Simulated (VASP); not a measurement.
Runs of VASP 6.6.1 on NaI. The structure is that of space group Fm-3m (No. 225), or close to it. The cells are those of the table. 

| task | cell | k mesh | cutoff (eV) | smearing | ions in elastic constants | k mesh for the DOS | occupations for the DOS | gap on the mesh (eV) | pressure (GPa) |
| --- | --- | --- | --- | --- | --- | --- | --- | --- | --- |
| single point | a = 4.424 Å, angles 60.0°, 2 atoms | 6 × 6 × 6 | 520 | gaussian 0.02 eV | - | - | - | 3.94 | 2.7 |
| single point | a = 4.663 Å, angles 60.0°, 2 atoms | 6 × 6 × 6 | 520 | gaussian 0.02 eV | - | - | - | 3.50 | (c) |
| single point | a = 4.766 Å, angles 60.0°, 2 atoms | 6 × 6 × 6 | 520 | gaussian 0.02 eV | - | - | - | 3.35 | (a) |
| single point | a = 4.474 Å, angles 60.0°, 2 atoms | 6 × 6 × 6 | 520 | gaussian 0.02 eV | - | - | - | 3.83 | 1.8 |
| single point | a = 4.617 Å, angles 60.0°, 2 atoms | 6 × 6 × 6 | 520 | gaussian 0.02 eV | - | - | - | 3.57 | (b) |

Alike in all rows: level PBE; potentials or basis VASP PAW PBE potentials, release 64 (Na_pv, I); no spin polarisation.

Estimate the missing entries.

(a) -1.1; (b) 0.0; (c) -0.4.

Caveats: spin-orbit coupling is left out, which moves the levels of the heavy elements.

A k mesh can miss the band edges, and the runs leave out spin-orbit coupling on I.
